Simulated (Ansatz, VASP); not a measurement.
One calculation of Mo, two programs

POSCAR

```
Mo
1.0
   -1.5474350000      1.5710000000      1.5710000000
    1.5474350000     -1.5710000000      1.5710000000
    1.5474350000      1.5710000000     -1.5710000000
Mo
1
Direct
    0.0000000000      0.0000000000      0.0000000000
```

INCAR.step1

```
SYSTEM = Mo
ALGO = Normal ; EDIFF = 1E-4
ENCUT = 520 ; GGA = PE
ISMEAR = 0 ; LASPH = .True.
LCHARG = .False. ; LREAL = .False.
LWAVE = .True. ; NBANDS = 13
NELM = 60 ; PREC = Accurate
SIGMA = 0.15
```

Contents of INCAR.step2:

```
SYSTEM = Mo
ALGO = Normal ; EDIFF = 1E-6
ENCUT = 520 ; ISIF = 2
ISMEAR = 0 ; ISTART = 1
LASPH = .True. ; LCHARG = .False.
LMIXTAU = .True. ; LREAL = .False.
LWAVE = .False. ; METAGGA = R2SCAN
NBANDS = 13 ; NELM = 60
PREC = Accurate ; SIGMA = 0.15
```

KPOINTS

```
k-points
0
Gamma
  22 22 22
  0 0 0
```

Input for Ansatz:

```yaml
crystal:
  lattice:
    - [-1.547435, 1.571, 1.571]
    - [1.547435, -1.571, 1.571]
    - [1.547435, 1.571, -1.571]
  atoms:
    - { symbol: Mo, position: [0.0, 0.0, 0.0] }
basis:
  ecutwfc: 500
kpoints:
  mp_grid: { grid: [22, 22, 22] }
hamiltonian:
  xc: r2scan
scf:
  occupations: { method: gaussian, width: 0.15 }
output:
  forces: true
  stress: true
  eigenvalues: true
```

Change from the starting cell: strain -0.0150 x Voigt [1, 0, 0, 0, 0, 0], atoms carried along.

Alike in both runs: task single point; functional r2SCAN; k mesh 22 × 22 × 22; occupations gaussian, width 0.15 eV; no spin polarisation.

```csv
,VASP,Ansatz
version,VASP 6.6.1,Ansatz 0.2.0
potentials or method,"VASP PAW PBE potentials, release 64 (Mo_sv), cutoff 520 eV","scalar-relativistic, plane waves, PAW"
valence electrons in the cell,14,14
```

Ansatz gave:

| Item | Value |
| --- | --- |
| gap on the k mesh at the Fermi level (eV) | none |
| pressure (GPa) | 6.7 |
| traceless stress, the component that is largest in VASP (GPa) | 3.49 |

**Question.** Which values does VASP return?

**Answer.** gap on the k mesh at the Fermi level (eV): none; pressure (GPa): 8.0; traceless stress, the component that is largest in VASP (GPa): 3.49.

VASP's potentials were made for PBE, not for r2SCAN. A gap of «none» marks a metal or a gap that the smearing closes. The functional is the same, so the differences come from potentials, cutoffs and numerics.
